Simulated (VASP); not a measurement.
# B (I4_1/amd) in VASP: a series of runs

B is run at these levels: PBEsol; tasks: single point.

Program: VASP 6.6.1. These are calculated values, not measurements. Logs are shortened: lines on timing, memory, paths and dates and some standing lists are left out, and cuts for length are marked.

## Step 1: The cell of the first run

The structure is tetragonal, space group I4_1/amd (No. 141). Conventional cell: a = 3.746 Å, b = 3.746 Å, c = 2.043 Å, α = 90.00°, β = 90.00°, γ = 90.00°. B (site symmetry -4m2) has 10 B at 1.94 to 2.42 Å within 2.6 Å.

## Step 2: Single point, PBEsol

INCAR

```
PREC = Accurate ; ENCUT = 520
EDIFF = 1E-6 ; ISMEAR = 0
SIGMA = 0.1 ; LREAL = False
LASPH = True ; NELM = 60
ALGO = Normal ; ISIF = 2
LWAVE = False ; LCHARG = False
GGA = PS ; NBANDS = 10
```

KPOINTS

```
regular mesh
0
Gamma
  10 10 10
```

POSCAR

```
B
1.0
   -1.8728847213      1.8728847213      1.0216931879
    1.8728847213     -1.8728847213      1.0216931879
    1.8728847213      1.8728847213     -1.0216931879
B
2
Direct
    0.0000000000      0.0000000000      0.0000000000
    0.7500000000      0.2500000000      0.5000000000
```

Potentials or basis: VASP PAW PBE potentials, release 64 (B).

On the command line:

```bash
cat potpaw_PBE.64/B/POTCAR > POTCAR
mpirun -np 1 vasp_std > vasp.out
```

OUTCAR:

```text
PREC = Accurate
   ENCUT = 520
   EDIFF = 1E-6
   ISMEAR = 0
   LREAL = False
   LASPH = True
   NELM = 60
   ISIF = 2
   GGA = PS

 ion  position               nearest neighbor table
   1  0.000  0.000  0.000-   2 1.94   2 1.94   2 1.94   2 1.94
   2  0.750  0.250  0.500-   1 1.94   1 1.94   1 1.94   1 1.94

  LATTYP: Found a body centered tetragonal cell.
 ALAT       =     3.7457694426
 C/A-ratio  =     0.5455184595

  Lattice vectors:

 A1 = (  -1.8728847213,   1.8728847213,   1.0216931879)
 A2 = (   1.8728847213,  -1.8728847213,   1.0216931879)
 A3 = (   1.8728847213,   1.8728847213,  -1.0216931879)

Analysis of symmetry for initial positions (statically):
=====================================================================
 Subroutine PRICEL returns:
 Original cell was already a primitive cell.

 Routine SETGRP: Setting up the symmetry group for a
 body centered tetragonal supercell.

 Subroutine GETGRP returns: Found 16 space group operations
 (whereof  8 operations were pure point group operations)
 out of a pool of 16 trial point group operations.

The static configuration has the point symmetry D_2d.
 The point group associated with its full space group is D_4h.

Analysis of symmetry for dynamics (positions and initial velocities):
=====================================================================
 Subroutine PRICEL returns:
 Original cell was already a primitive cell.

 Routine SETGRP: Setting up the symmetry group for a
 body centered tetragonal supercell.

 Subroutine GETGRP returns: Found 16 space group operations
 (whereof  8 operations were pure point group operations)
 out of a pool of 16 trial point group operations.

The dynamic configuration has the point symmetry D_2d.
 The point group associated with its full space group is D_4h.

 Subroutine INISYM returns: Found 16 space group operations
 (whereof  8 operations are pure point group operations),
 and found     1 'primitive' translations

----------------------------------------------------------------------------------------

                                     Primitive cell

  volume of cell :      14.3352

  direct lattice vectors                    reciprocal lattice vectors
    -1.872884721  1.872884721  1.021693188     0.000000000  0.266967846  0.489383707
     1.872884721 -1.872884721  1.021693188     0.266967846  0.000000000  0.489383707
     1.872884721  1.872884721 -1.021693188     0.266967846  0.266967846  0.000000000

  length of vectors
     2.838882056  2.838882056  2.838882056     0.557465913  0.557465913  0.377549549

  position of ions in fractional coordinates (direct lattice)
     0.000000000  0.000000000  0.000000000
     0.750000000  0.250000000  0.500000000

  ion indices of the primitive-cell ions
   primitive index   ion index
                 1           1
                 2           2

----------------------------------------------------------------------------------------

 KPOINTS: regular mesh

Automatic generation of k-mesh.
 Grid dimensions read from file:
 generate k-points for:   10   10   10

 Generating k-lattice:

  Cartesian coordinates                     Fractional coordinates (reciprocal lattice)
     0.000000000  0.026696785  0.048938371     0.100000000  0.000000000  0.000000000
     0.026696785  0.000000000  0.048938371     0.000000000  0.100000000  0.000000000
     0.026696785  0.026696785  0.000000000     0.000000000  0.000000000  0.100000000

  Length of vectors
     0.055746591  0.055746591  0.037754955

  Shift w.r.t. Gamma in fractional coordinates (k-lattice)
     0.000000000  0.000000000  0.000000000

 Subroutine IBZKPT returns following result:
 ===========================================

 Found    102 irreducible k-points:

 Following reciprocal coordinates:
            Coordinates               Weight
  0.000000  0.000000  0.000000      1.000000
  0.100000  0.000000 -0.000000      8.000000
  0.200000  0.000000 -0.000000      8.000000
  0.300000  0.000000 -0.000000      8.000000
  0.400000  0.000000  0.000000      8.000000
  0.500000  0.000000  0.000000      4.000000
[... 16 lines left out ...]
  0.300000  0.300000  0.000000      8.000000
  0.400000  0.300000 -0.000000     16.000000
 [... further k-points ...]
   k-points           NKPTS =    102   k-points in BZ     NKDIM =    102   number of bands    NBANDS=     10
   number of dos      NEDOS =    301   number of ions     NIONS =      2
   total plane-waves  NPLWV =  13824
   dimension x,y,z NGX =    24 NGY =   24 NGZ =   24
   dimension x,y,z NGXF=    48 NGYF=   48 NGZF=   48
   ions per type =               2
   NGX,Y,Z   is equivalent  to a cutoff of  14.05, 14.05, 14.05 a.u.
   NGXF,Y,Z  is equivalent  to a cutoff of  28.11, 28.11, 28.11 a.u.
 SYSTEM =  unknown system
   PREC   = accura    normal or accurate (medium, high low for compatibility)
   ISTART =      0    job   : 0-new  1-cont  2-samecut
   ICHARG =      2    charge: 1-file 2-atom 10-const
   ISPIN  =      1    spin polarized calculation?
   LNONCOLLINEAR =      F non collinear calculations
   LSORBIT =      F    spin-orbit coupling
   LASPH  =      T    aspherical Exc in radial PAW
   ENCUT  =  520.0 eV  38.22 Ry    6.18 a.u.   5.28  5.28  5.28*2*pi/ulx,y,z
   NELM   =     60;   NELMIN=  2; NELMDL= -5     # of ELM steps
   EDIFF  = 0.1E-05   stopping-criterion for ELM
   LREAL  =      F    real-space projection
   EDIFFG = 0.1E-04   stopping-criterion for IOM
   NSW    =      0    number of steps for IOM
   IBRION =     -1    ionic relax: 0-MD 1-quasi-New 2-CG
   NFREE  =      0    steps in history (QN), initial steepest desc. (CG)
   ISIF   =      2    stress and relaxation
   ISYM   =      2    0-nonsym 1-usesym 2-fastsym
   POTIM  = 0.5000    time-step for ionic-motion
   TEBEG  =    0.0;   TEEND  =   0.0 temperature during run
   PSTRESS=    0.0 pullay stress
   NELECT =       6.0000    total number of electrons
   NUPDOWN=      -1.0000    fix difference up-down
   EMIN   =  10.00;   EMAX   =-10.00  energy-range for DOS
   EFERMI =   0.00;   METHOD = LEGACY
   ISMEAR =     0;   SIGMA  =   0.10  broadening in eV -4-tet -1-fermi 0-gaus
   EFERMI_NEDOS =   21; number of points for ismear=-14 and -15
   IALGO  =     38    algorithm
   IMIX   =      4    mixing-type and parameters
     AMIX     =   0.40;   BMIX     =  1.00
     AMIX_MAG =   1.60;   BMIX_MAG =  1.00
  volume/ion in A,a.u.               =       7.17        48.37
  Fermi-wavevector in a.u.,A,eV,Ry     =   1.224591  2.314141 20.403610  1.499623
  Thomas-Fermi vector in A             =   2.359660
   LORBIT       =      0    0 simple, 1 ext, 2 COOP (PROOUT), +10 PAW based schemes
   GGA     = PS    functional components
   LHFCALC =     F    Hartree Fock is set to
   AEXX    =    0.0000 exact exchange contribution
   IVDW    =     0    specifies the selected vdW correction
   LEPSILON=     F    determine dielectric tensor
   LRPA    =     F    only Hartree local field effects (RPA)
 non-spin polarized calculation
 Gauss-broadening in eV      SIGMA  =   0.10
  energy-cutoff  :      520.00
  volume of cell :       14.34
 maximum number of plane-waves:       399
 NGX is ok and might be reduce to    24
   NGX = 11   NGY = 11   NGZ = 11

 number of electron       6.0000000 magnetization

 Free energy of the ion-electron system (eV)
  ---------------------------------------------------
  ext. energy  EPLUGINS =         0.00000000
  ---------------------------------------------------
  free energy    TOTEN  =       -11.36710793 eV

  energy without entropy =      -11.36335096  energy(sigma->0) =      -11.36522944

 E-fermi :   6.7302     XC(G=0): -12.1792

 val. band max:        6.6939605137   @ k =  -0.1000  -0.4000   0.1000
 cond. band min:       6.7400198386   @ k =  -0.1000  -0.3000   0.1000
 fundamental gap:      0.0460593249
 Fermi energy:         6.7302408480

 k-point     1 :       0.0000    0.0000    0.0000
  band No.  band energies     occupation
      1      -8.7409      2.00000
      2       5.4350      2.00000
      3       5.4350      2.00000
      4      11.8359      0.00000
      5      15.2298      0.00000
      6      20.0710      0.00000
      7      20.0710      0.00000
      8      20.4996      0.00000
      9      20.5962      0.00000
     10      31.8723      0.00000

 k-point     2 :       0.1000    0.0000   -0.0000
  band No.  band energies     occupation
      1      -8.3605      2.00000
      2       5.3879      2.00000
      3       5.4733      2.00000
      4      12.0012      0.00000
      5      16.1046      0.00000
      6      18.8827      0.00000
      7      19.0424      0.00000
      8      20.0025      0.00000
      9      20.2199      0.00000
     10      31.1759      0.00000

 k-point     3 :       0.2000    0.0000   -0.0000
  band No.  band energies     occupation
      1      -7.2214      2.00000
      2       5.4270      2.00000
      3       5.6077      2.00000
      4      11.7884      0.00000
      5      15.7274      0.00000
      6      17.1180      0.00000
      7      18.1330      0.00000
      8      19.3394      0.00000
      9      19.6671      0.00000
     10      27.6283      0.00000

 k-point     4 :       0.3000    0.0000   -0.0000
  band No.  band energies     occupation
      1      -5.3326      2.00000
      2       5.8000      2.00000
      3       5.8778      2.00000
      4       8.9843      0.00000
      5      12.9865      0.00000
      6      16.7993      0.00000
      7      17.0132      0.00000
      8      18.5919      0.00000
      9      22.5279      0.00000
     10      25.6579      0.00000

 k-point     5 :       0.4000    0.0000    0.0000
  band No.  band energies     occupation
      1      -2.7351      2.00000
      2       4.8099      2.00000
      3       6.3117      2.00000
      4       6.4788      1.99962
      5      11.1405      0.00000
      6      14.4747      0.00000
      7      17.3454      0.00000
      8      18.8863      0.00000
      9      25.1593      0.00000
     10      26.3658      0.00000

 k-point     6 :       0.5000    0.0000    0.0000
  band No.  band energies     occupation
      1      -0.1876      2.00000
      2       1.6742      2.00000
      3       6.5444      1.99143
      4       6.9071      0.01236
      5      10.3898      0.00000
      6      13.4078      0.00000
      7      17.2621      0.00000
      8      19.3617      0.00000
      9      25.4724      0.00000
     10      27.7969      0.00000
[... 183 lines left out ...]
 k-point    21 :      -0.3000    0.2000   -0.0000
  band No.  band energies     occupation
      1      -7.3147      2.00000
      2       1.1347      2.00000
      3       6.5625      1.98229
      4      13.4185      0.00000
      5      15.1927      0.00000
      6      17.9930      0.00000
      7      19.3534      0.00000
      8      19.8453      0.00000
      9      21.6191      0.00000
     10      32.1251      0.00000

 k-point    22 :      -0.2000    0.2000    0.0000
  band No.  band energies     occupation
      1      -8.0431      2.00000
      2       2.0068      2.00000
      3       6.2065      2.00000
      4      13.0553      0.00000
      5      16.6759      0.00000
      6      19.0691      0.00000
      7      19.2363      0.00000
      8      20.3044      0.00000
      9      20.7189      0.00000
     10      32.6295      0.00000

 k-point    23 :       0.3000    0.3000    0.0000
  band No.  band energies     occupation
      1       0.5491      2.00000
      2       0.8406      2.00000
      3       3.7671      2.00000
      4       7.5654      0.00000
      5      10.4743      0.00000
      6      15.2800      0.00000
      7      18.7589      0.00000
      8      19.3466      0.00000
      9      26.4951      0.00000
     10      27.9512      0.00000

 k-point    24 :       0.4000    0.3000   -0.0000
  band No.  band energies     occupation
      1      -2.2434      2.00000
      2      -0.5544      2.00000
      3       7.5680      0.00000
      4       8.2619      0.00000
      5      10.3705      0.00000
      6      15.8484      0.00000
      7      18.5005      0.00000
      8      20.2458      0.00000
      9      27.3456      0.00000
     10      29.6565      0.00000

 [... further k-points ...]
[... 5 lines left out ...]
  --------------------------------------------------------------------------------------
  -------------------------------------------------------------------------------------
  Total       -0.4902015     -0.4902015     -2.9185873      0.0000000      0.0000000      0.0000000
  in kB      -54.7876437    -54.7876437   -326.1975494      0.0000000      0.0000000      0.0000000
  external PRESSURE =    -145.2576123 kB  Pullay stress =       0.0000000 kB

 VOLUME and BASIS-vectors are now :
 -----------------------------------------------------------------------------
  energy-cutoff  :      520.00
  volume of cell :       14.34
      direct lattice vectors                 reciprocal lattice vectors
    -1.872884721  1.872884721  1.021693188     0.000000000  0.266967846  0.489383707
     1.872884721 -1.872884721  1.021693188     0.266967846  0.000000000  0.489383707
     1.872884721  1.872884721 -1.021693188     0.266967846  0.266967846  0.000000000

 POSITION                                       TOTAL-FORCE (eV/Angst)
 -----------------------------------------------------------------------------------
      0.00000      0.00000      0.00000         0.000000      0.000000      0.000000
      0.00000      1.87288      0.51085        -0.000000     -0.000000     -0.000000
 -----------------------------------------------------------------------------------
    total drift:                                0.000000      0.000000     -0.000000

  FREE ENERGIE OF THE ION-ELECTRON SYSTEM (eV)
  ---------------------------------------------------
  free  energy   TOTEN  =       -11.3671079273 eV

  energy  without entropy=      -11.3633509594  energy(sigma->0) =      -11.36522944
```

Run time: 6.7 s. Hardware: 1 thread of Intel Xeon 6975P-C, shared host; peak memory 0.13 GiB.

What came out:

| Item | Value |
| --- | --- |
| Free energy | -11.3671 eV |
| Pressure | -14.5 GPa |
| Band gap on the k mesh | zero (band 3 reaches 10.45 eV, above the bottom of band 4 at 1.05 eV) |

Caveat: the PAW data sets were made with another functional, which shifts forces and pressure a little.

## Step 3: Single point, PBEsol

This run uses another cell than the first one, of 7.79 Å³/atom, 1.087 times its volume.

INCAR

```
SYSTEM = B
PREC = Accurate
ENCUT = 520
EDIFF = 1E-6
ISMEAR = 0
SIGMA = 0.1
LREAL = .False.
LASPH = .True.
NELM = 60
ALGO = Normal
ISIF = 2
LWAVE = .False.
LCHARG = .True.
GGA = PS
LELF = .True.
LVHAR = .True.
NBANDS = 10
```

KPOINTS

```
regular mesh
0
Gamma
  10 10 10
  0 0 0
```

POSCAR

```
B
1.0
   -2.2098910541      2.2098910541      0.7973625642
    2.2098910541     -2.2098910541      0.7973625642
    2.2098910541      2.2098910541     -0.7973625642
B
2
Direct
    0.0000000000      0.0000000000      0.0000000000
    0.7500000000      0.2500000000      0.5000000000
```

Potentials or basis: VASP PAW PBE potentials, release 64 (B).

On the command line:

```bash
cat potpaw_PBE.64/B/POTCAR > POTCAR
mpirun -np 1 vasp_std > vasp.out
```

Wall time 8.2 s (1 thread of Intel Xeon 6975P-C, shared host); peak memory 0.13 GiB.

Results (log left out):

```yaml
Free_energy: -12.1389 eV
Pressure: 0.2 GPa
Band_gap_on_the_k_mesh: zero (band 3 reaches 10.09 eV, above the bottom of band 4 at -2.19 eV)
```

Levels at points of the mesh, in eV from the Fermi level:
```csv
k point,band 1,band 2,band 3,band 4,band 5,band 6,band 7
"(0.00, 0.00, 0.00)",-15.11,-4.46,-4.46,-3.10,4.96,5.76,5.76
"(0.50, 0.00, 0.00)",-5.57,-3.75,2.66,4.90,5.91,9.30,11.24
"(0.50, 0.50, 0.00)",-11.99,-11.99,-1.04,-1.04,1.59,1.59,16.24
"(0.50, 0.50, 0.50)",-9.24,-9.24,-8.40,-8.40,8.05,8.05,22.21
```

Caveat: the k points lie up to 0.42 Å⁻¹ apart; the PAW data sets were made with another functional, which shifts forces and pressure a little.
